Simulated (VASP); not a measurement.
# BaTe: single point with PBE

BaTe:

```
Ba Te
1.0
     0.00000    3.42294    3.42294
     3.42294    0.00000    3.42294
     3.42294    3.42294    0.00000
Ba Te
1 1
Direct
  0.00000 0.00000 0.00000
  0.50000 0.50000 0.50000
```

```yaml
Program: VASP 6.6.1
Task: single point
Functional: PBE
Potentials_or_basis: VASP PAW PBE potentials, release 64 (Ba_sv, Te)
Cutoff: 520 eV
k_mesh: 8 × 8 × 8
Occupations: gaussian, width 0.02 eV
Spin: no spin polarisation
Dipole_correction: no
Further_INCAR_settings: ALGO = Normal; EDIFF = 1e-06; NBANDS = 15
```

```
Pressure               : 3.7 GPa
Band gap on the k mesh : 1.36 eV (least direct gap 1.74 eV)
```

Levels at points of the mesh, in eV from the valence-band top:
| k point | band 5 | band 6 | band 7 | band 8 | band 9 | band 10 | band 11 | band 12 |
| --- | --- | --- | --- | --- | --- | --- | --- | --- |
| (0.00, 0.00, 0.00) | -9.70 | 0.00 | 0.00 | 0.00 | 2.87 | 2.87 | 2.87 | 3.18 |
| (0.50, 0.00, 0.00) | -8.75 | -2.43 | -1.27 | -1.27 | 4.28 | 4.91 | 5.02 | 5.02 |
| (0.50, 0.50, 0.00) | -9.47 | -1.15 | -0.38 | -0.38 | 1.36 | 4.53 | 4.95 | 5.91 |

It took 30 s on 1 thread of Intel(R) Xeon(R) Platinum 8488C (Sapphire Rapids), on a shared host, peak memory 0.21 GiB.

Caveat: the cell stands under pressure; spin-orbit coupling is left out, which moves the levels of the heavy elements. A k mesh can miss the band edges.
